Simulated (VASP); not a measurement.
# Au in VASP: notebook

Au is run at these levels: PBE; tasks: relaxation of cell and atoms, relaxation of shape and atoms at fixed volume.

Program: VASP 6.6.1. These are calculated values, not measurements. Logs are shortened: lines on timing, memory, paths and dates and some standing lists are left out, and cuts for length are marked.

## Step 1: The cell of the first run

The typed cell holds 2 atoms: a = 2.917 Å, b = 2.917 Å, c = 4.889 Å, α = 90.00°, β = 90.00°, γ = 120.00°.

This isn't the form of Au at room conditions, which is fcc.

## Step 2: Relaxation of cell and atoms, PBE, target pressure 3 GPa, at which the enthalpy is minimised

File INCAR:

```
SYSTEM = Au
ALGO = Fast
EDIFF = 1E-7
EDIFFG = -0.001
ENCUT = 600
GGA = PE
IBRION = 2
ISIF = 3
ISMEAR = -1
LASPH = .TRUE.
LCHARG = .FALSE.
LREAL = .FALSE.
LWAVE = .FALSE.
NELM = 60
NSW = 80
PREC = Accurate
PSTRESS = 30.0
SIGMA = 0.15
```

File KPOINTS:

```
k-points
0
G
  16 16 10
  0 0 0
```

File POSCAR:

```
Au
1.0
    1.4582280121     -2.5259136460      0.0000000000
    1.4582280121      2.5259136460      0.0000000000
    0.0000000000      0.0000000000      4.8893443227
Au
2
Direct
    0.6666363790      0.3333636210      0.2500000000
    0.3333636210      0.6666363790      0.7500000000
```

Potentials or basis: VASP PAW PBE potentials, release 64 (Au).

Command:

```bash
> cat potpaw_PBE.64/Au/POTCAR > POTCAR
> mpirun -np 1 vasp_std > vasp.out
```

OUTCAR:

```text
SYSTEM = Au
   EDIFF = 1E-7
   EDIFFG = -0.001
   ENCUT = 600
   GGA = PE
   IBRION = 2
   ISIF = 3
   ISMEAR = -1
   LASPH = .TRUE.
   LREAL = .FALSE.
   NELM = 60
   NSW = 80
   PREC = Accurate
   PSTRESS = 30.0

 ion  position               nearest neighbor table
   1  0.667  0.333  0.250-   2 2.97   2 2.97   2 2.97   2 2.97   2 2.97   2 2.97
   2  0.333  0.667  0.750-   1 2.97   1 2.97   1 2.97   1 2.97   1 2.97   1 2.97

  LATTYP: Found a base centered orthorhombic cell.
 ALAT       =     2.9164560242
 B/A-ratio  =     1.7321801701
 C/A-ratio  =     1.6764676999

  Lattice vectors:

 A1 = (   1.4582280121,  -2.5259136460,   0.0000000000)
 A2 = (   1.4582280121,   2.5259136460,   0.0000000000)
 A3 = (   0.0000000000,   0.0000000000,   4.8893443227)

Analysis of symmetry for initial positions (statically):
=====================================================================
 Subroutine PRICEL returns:
 Original cell was already a primitive cell.

 Routine SETGRP: Setting up the symmetry group for a
 base centered orthorhombic supercell.

 Subroutine GETGRP returns: Found  8 space group operations
 (whereof  4 operations were pure point group operations)
 out of a pool of  8 trial point group operations.

The static configuration has the point symmetry C_2h.
 The point group associated with its full space group is D_2h.

Analysis of symmetry for dynamics (positions and initial velocities):
=====================================================================
 Subroutine PRICEL returns:
 Original cell was already a primitive cell.

 Routine SETGRP: Setting up the symmetry group for a
 base centered orthorhombic supercell.

 Subroutine GETGRP returns: Found  8 space group operations
 (whereof  4 operations were pure point group operations)
 out of a pool of  8 trial point group operations.

The dynamic configuration has the point symmetry C_2h.
 The point group associated with its full space group is D_2h.

 Subroutine INISYM returns: Found  8 space group operations
 (whereof  4 operations are pure point group operations),
 and found     1 'primitive' translations

----------------------------------------------------------------------------------------

                                     Primitive cell

  volume of cell :      36.0184

  direct lattice vectors                    reciprocal lattice vectors
     1.458228012 -2.525913646  0.000000000     0.342881906 -0.197948176  0.000000000
     1.458228012  2.525913646  0.000000000     0.342881906  0.197948176  0.000000000
     0.000000000  0.000000000  4.889344323     0.000000000  0.000000000  0.204526401

  length of vectors
     2.916619393  2.916619393  4.889344323     0.395918529  0.395918529  0.204526401

  position of ions in fractional coordinates (direct lattice)
     0.666636379  0.333363621  0.250000000
     0.333363621  0.666636379  0.750000000

  ion indices of the primitive-cell ions
   primitive index   ion index
                 1           1
                 2           2

----------------------------------------------------------------------------------------

 KPOINTS: k-points

Automatic generation of k-mesh.
 Grid dimensions read from file:
 generate k-points for:   16   16   10

 Generating k-lattice:

  Cartesian coordinates                     Fractional coordinates (reciprocal lattice)
     0.021430119 -0.012371761  0.000000000     0.062500000  0.000000000  0.000000000
     0.021430119  0.012371761  0.000000000     0.000000000  0.062500000  0.000000000
     0.000000000  0.000000000  0.020452640     0.000000000  0.000000000  0.100000000

  Length of vectors
     0.024744908  0.024744908  0.020452640

  Shift w.r.t. Gamma in fractional coordinates (k-lattice)
     0.000000000  0.000000000  0.000000000

 Subroutine IBZKPT returns following result:
 ===========================================

 Found    438 irreducible k-points:

 Following reciprocal coordinates:
            Coordinates               Weight
  0.000000  0.000000  0.000000      1.000000
  0.062500  0.000000  0.000000      4.000000
  0.125000  0.000000  0.000000      4.000000
  0.187500 -0.000000  0.000000      4.000000
  0.250000  0.000000  0.000000      4.000000
  0.312500  0.000000  0.000000      4.000000
[... 16 lines left out ...]
 -0.125000  0.062500  0.000000      4.000000
 -0.062500  0.062500  0.000000      2.000000
 [... further k-points ...]
   k-points           NKPTS =    438   k-points in BZ     NKDIM =    438   number of bands    NBANDS=     15
   number of dos      NEDOS =    301   number of ions     NIONS =      2
   total plane-waves  NPLWV =  23040
   dimension x,y,z NGX =    24 NGY =   24 NGZ =   40
   dimension x,y,z NGXF=    48 NGYF=   48 NGZF=   80
   ions per type =               2
   NGX,Y,Z   is equivalent  to a cutoff of  13.68, 13.68, 13.60 a.u.
   NGXF,Y,Z  is equivalent  to a cutoff of  27.36, 27.36, 27.20 a.u.
 SYSTEM =  Au
   PREC   = accura    normal or accurate (medium, high low for compatibility)
   ISTART =      0    job   : 0-new  1-cont  2-samecut
   ICHARG =      2    charge: 1-file 2-atom 10-const
   ISPIN  =      1    spin polarized calculation?
   LNONCOLLINEAR =      F non collinear calculations
   LSORBIT =      F    spin-orbit coupling
   LASPH  =      T    aspherical Exc in radial PAW
   ENCUT  =  600.0 eV  44.10 Ry    6.64 a.u.   5.83  5.83  9.77*2*pi/ulx,y,z
   NELM   =     60;   NELMIN=  2; NELMDL= -5     # of ELM steps
   EDIFF  = 0.1E-06   stopping-criterion for ELM
   LREAL  =      F    real-space projection
   EDIFFG = -.1E-02   stopping-criterion for IOM
   NSW    =     80    number of steps for IOM
   IBRION =      2    ionic relax: 0-MD 1-quasi-New 2-CG
   NFREE  =      1    steps in history (QN), initial steepest desc. (CG)
   ISIF   =      3    stress and relaxation
   ISYM   =      2    0-nonsym 1-usesym 2-fastsym
   POTIM  = 0.5000    time-step for ionic-motion
   TEBEG  =    0.0;   TEEND  =   0.0 temperature during run
   PSTRESS=   30.0 pullay stress
   NELECT =      22.0000    total number of electrons
   NUPDOWN=      -1.0000    fix difference up-down
   EMIN   =  10.00;   EMAX   =-10.00  energy-range for DOS
   EFERMI =   0.00;   METHOD = LEGACY
   ISMEAR =    -1;   SIGMA  =   0.15  broadening in eV -4-tet -1-fermi 0-gaus
   EFERMI_NEDOS =   21; number of points for ismear=-14 and -15
   IALGO  =     68    algorithm
   IMIX   =      4    mixing-type and parameters
     AMIX     =   0.40;   BMIX     =  1.00
     AMIX_MAG =   1.60;   BMIX_MAG =  1.00
  volume/ion in A,a.u.               =      18.01       121.53
  Fermi-wavevector in a.u.,A,eV,Ry     =   1.389017  2.624861 26.250646  1.929368
  Thomas-Fermi vector in A             =   2.513088
   LORBIT       =      0    0 simple, 1 ext, 2 COOP (PROOUT), +10 PAW based schemes
   GGA     = PE    functional components
   LHFCALC =     F    Hartree Fock is set to
   AEXX    =    0.0000 exact exchange contribution
   IVDW    =     0    specifies the selected vdW correction
   LEPSILON=     F    determine dielectric tensor
   LRPA    =     F    only Hartree local field effects (RPA)
 conjugate gradient relaxation of ions
 non-spin polarized calculation
 RMM-DIIS sequential band-by-band and
  energy-cutoff  :      600.00
  volume of cell :       36.02
 maximum number of plane-waves:      1224
   NGX = 11   NGY = 11   NGZ = 19

--------------------------------------- Ionic step        1  -------------------------------------------

 number of electron      21.9999999 magnetization

 Free energy of the ion-electron system (eV)
  ---------------------------------------------------
  ext. energy  EPLUGINS =         0.00000000
  ---------------------------------------------------
  free energy    TOTEN  =        -6.44969914 eV

  energy without entropy =       -6.40191457  energy(sigma->0) =       -6.42580685

------------------------ aborting loop because EDIFF is reached ----------------------------------------

  FORCE on cell =-STRESS in cart. coord.  units (eV):
  Direction    XX          YY          ZZ          XY          YZ          ZX
  --------------------------------------------------------------------------------------
  -------------------------------------------------------------------------------------
  Total       -0.0371781     -0.0373937     -0.0412678      0.0000000      0.0000000      0.0000000
  in kB       -1.6537634     -1.6633534     -1.8356832      0.0000000      0.0000000      0.0000000
  external PRESSURE =     -31.7176000 kB  Pullay stress =      30.0000000 kB
[... 97 lines left out ...]
  energy  without entropy=       -6.3954764325  energy(sigma->0) =       -6.41931124

  enthalpy is  TOTEN    =        -5.7830209586 eV   P V=        0.6601250933

[... ionic steps 4 to 10 ...]

--------------------------------------- Ionic step       11  -------------------------------------------

 number of electron      22.0000002 magnetization

------------------------ aborting loop because EDIFF is reached ----------------------------------------
[... 71 lines left out ...]
--------------------------------------- Ionic step       13  -------------------------------------------

 number of electron      22.0000002 magnetization

 Free energy of the ion-electron system (eV)
  ---------------------------------------------------
  ext. energy  EPLUGINS =         0.00000000
  ---------------------------------------------------
  free energy    TOTEN  =        -6.44305444 eV

  energy without entropy =       -6.39539056  energy(sigma->0) =       -6.41922250

 E-fermi :   8.9042     XC(G=0): -12.5160

 val. band max:        8.8979523943   @ k =   0.4375   0.0625   0.2000
 cond. band min:       8.9425250086   @ k =   0.5000   0.3750   0.3000
 fundamental gap:      0.0445726143
 Fermi energy:         8.9042412267

 k-point     1 :       0.0000    0.0000    0.0000
  band No.  band energies     occupation
      1      -0.5829      2.00000
      2       1.8354      2.00000
      3       4.2588      2.00000
      4       4.5048      2.00000
      5       4.5057      2.00000
      6       4.8030      2.00000
      7       4.8034      2.00000
      8       5.4383      2.00000
      9       5.4393      2.00000
     10       6.7473      2.00000
     11       6.7480      2.00000
     12       7.9605      1.99630
     13      11.4839      0.00000
     14      23.5001      0.00000
[... 401 lines left out ...]
      2       1.9341      2.00000
      3       4.2105      2.00000
      4       4.5450      2.00000
      5       4.5844      2.00000
      6       4.7615      2.00000
      7       4.8768      2.00000
      8       5.3545      2.00000
      9       5.3913      2.00000
     10       6.2775      2.00000
     11       6.7677      2.00000
     12       8.5756      1.79888
     13      11.4844      0.00000
     14      23.5496      0.00000
     15      24.8364      0.00000

 [... further k-points ...]

------------------------ aborting loop because EDIFF is reached ----------------------------------------

  FORCE on cell =-STRESS in cart. coord.  units (eV):
  Direction    XX          YY          ZZ          XY          YZ          ZX
  --------------------------------------------------------------------------------------
  -------------------------------------------------------------------------------------
  Total        0.6596055      0.6594819      0.6616242      0.0000000     -0.0000000      0.0000000
  in kB       29.9817641     29.9761444     30.0735232      0.0000000     -0.0000000      0.0000000
  external PRESSURE =       0.0104772 kB  Pullay stress =      30.0000000 kB
[... 21 lines left out ...]
  energy  without entropy=       -6.3953905644  energy(sigma->0) =       -6.41922250

  enthalpy is  TOTEN    =        -5.7830477274 eV   P V=        0.6600067119

 reached required accuracy - stopping structural energy minimisation
```

It took 26 min on 1 thread of Oxide Virtual Turin-like, shared host; peak memory 0.35 GiB.

What came out:

```
Free energy                                                : -6.4431 eV
Relaxed volume                                             : 17.62 Å³/atom
Relaxed cell                                               : a = 2.898 Å, b = 2.898 Å, c = 4.847 Å, α = 90.00°, β = 90.00°, γ = 120.00°
Space group after relaxing (to 0.1 Å)                      : P6_3/mmc (No. 194)
Energy change on relaxing (the run minimises the enthalpy) : +3.3 meV/atom
Ionic steps                                                : 13
Pressure after relaxing                                    : 3.0 GPa
Band gap on the k mesh                                     : zero (bands 11 and 12 overlap by 6.24 eV)
```

Step by step:
| step | energy change (eV) | largest force (eV/Å) | pressure (GPa) | volume (Å³) |
| --- | --- | --- | --- | --- |
| 1 | 0.0000 | 0.0001 | -0.17 | 36.02 |
| 2 | 0.0429 | 0.0001 | 8.16 | 34.19 |
| 3 | 0.0066 | 0.0001 | 2.98 | 35.25 |
| 4 | 0.0068 | 0.0001 | 3.05 | 35.24 |
| 5 | 0.0064 | 0.0001 | 2.94 | 35.26 |
| 6 | 0.0063 | 0.0001 | 2.91 | 35.27 |
| 7 | 0.0064 | 0.0001 | 2.96 | 35.26 |
| 8 | 0.0065 | 0.0001 | 2.96 | 35.26 |
| 9 | 0.0066 | 0.0001 | 3.00 | 35.25 |
| 10 | 0.0066 | 0.0001 | 2.97 | 35.25 |
| 11 | 0.0066 | 0.0001 | 2.98 | 35.25 |
| 12 | 0.0066 | 0.0001 | 2.98 | 35.25 |
| 13 | 0.0066 | 0.0001 | 3.00 | 35.25 |

Final structure:
```
Au
1.0
     1.44885   -2.50962    0.00000
     1.44885    2.50962    0.00000
     0.00000    0.00000    4.84704
Au
2
Direct
  0.66664 0.33336 0.25000
  0.33336 0.66664 0.75000
```

Levels at points of the mesh, in eV from the Fermi level:
```
           k point  band 9  band 10  band 11  band 12  band 13  band 14
(0.00, 0.00, 0.00)   -3.46    -2.16    -2.16    -0.94     2.58    14.60
(0.50, 0.00, 0.00)   -1.87    -1.69     0.37     1.50     5.71     7.16
(0.50, 0.50, 0.00)   -1.87    -1.69     0.37     1.49     5.71     7.16
(0.00, 0.00, 0.50)   -2.59    -2.59    -2.59    -2.59    10.51    10.51
(0.50, 0.00, 0.50)   -1.76    -1.76     0.54     0.54     3.80     3.80
(0.50, 0.50, 0.50)   -1.76    -1.76     0.54     0.54     3.80     3.80
```

Caveat: the cell is relaxed towards a set pressure, so the run minimises the enthalpy, not the energy; spin-orbit coupling is left out, which moves the levels of the heavy elements.

## Step 3: Relaxation of shape and atoms at fixed volume, PBE (18.37 Å³/atom)

This run uses another cell than the first one, of 18.37 Å³/atom.

File INCAR:

```
PREC     = Accurate       # precision mode
ENCUT    = 600            # plane-wave cutoff, eV
EDIFF    = 1E-6           # SCF threshold, eV
ISMEAR   = -1             # smearing method
SIGMA    = 0.15           # smearing width, eV
LREAL    = F              # projectors in reciprocal space
LASPH    = T              # aspherical terms in the spheres
NELM     = 60             # most SCF steps
ALGO     = Fast           # electronic algorithm
ISIF     = 4              # what is computed and relaxed
LWAVE    = F              # write WAVECAR
LCHARG   = F              # write CHGCAR
GGA      = PE             # functional
IBRION   = 2              # ionic algorithm
NSW      = 80             # ionic steps
EDIFFG   = -0.001         # ionic threshold
```

File KPOINTS:

```
Automatic mesh
0
Gamma
  16 16 10
```

File POSCAR:

```
Au
1.0
    1.4678854327     -2.5426420385      0.0000000000
    1.4678854327      2.5426420385      0.0000000000
    0.0000000000      0.0000000000      4.9217250301
Au
2
Direct
    0.6666363790      0.3333636210      0.2500000000
    0.3333636210      0.6666363790      0.7500000000
```

Potentials or basis: VASP PAW PBE potentials, release 64 (Au).

Command:

```bash
> cat potpaw_PBE.64/Au/POTCAR > POTCAR
> mpirun -np 1 vasp_std > vasp.out
```

Run time: 6.8 min. Hardware: 1 thread of Oxide Virtual Turin-like, shared host; peak memory 0.34 GiB.

It converged, with:

```
Free energy               : -6.4433 eV
Energy gained by relaxing : 0.0 meV/atom
Ionic steps               : 3
Pressure after relaxing   : -2.7 GPa
Band gap on the k mesh    : zero (bands 11 and 12 overlap by 6.03 eV)
```

Final structure:
```
CELL_PARAMETERS angstrom
1.46671 -2.54055 0.00000
1.46671 2.54055 0.00000
0.00000 0.00000 4.92974
ATOMIC_POSITIONS crystal
Au 0.66664 0.33336 0.25000
Au 0.33336 0.66664 0.75000
```

Levels at points of the mesh, in eV from the Fermi level:
```csv
k point,band 7,band 8,band 9,band 10,band 11,band 12,band 13,band 14,band 15
"(0.00, 0.00, 0.00)",-3.93,-3.31,-3.31,-2.12,-2.12,-0.78,2.33,14.63,15.64
"(0.50, 0.00, 0.00)",-3.36,-1.92,-1.84,-1.68,0.38,1.42,5.57,6.84,7.05
"(0.50, 0.50, 0.00)",-3.37,-1.92,-1.84,-1.68,0.38,1.42,5.57,6.83,7.05
"(0.00, 0.00, 0.50)",-4.24,-4.24,-2.52,-2.52,-2.52,-2.52,10.13,10.13,14.89
"(0.50, 0.00, 0.50)",-2.28,-2.28,-1.74,-1.74,0.63,0.63,3.59,3.59,12.89
"(0.50, 0.50, 0.50)",-2.28,-2.28,-1.74,-1.74,0.63,0.63,3.59,3.59,12.89
```

Caveat: spin-orbit coupling is left out, which moves the levels of the heavy elements.

The gap in the log of VASP goes by the Fermi energy; the results here count the filled bands.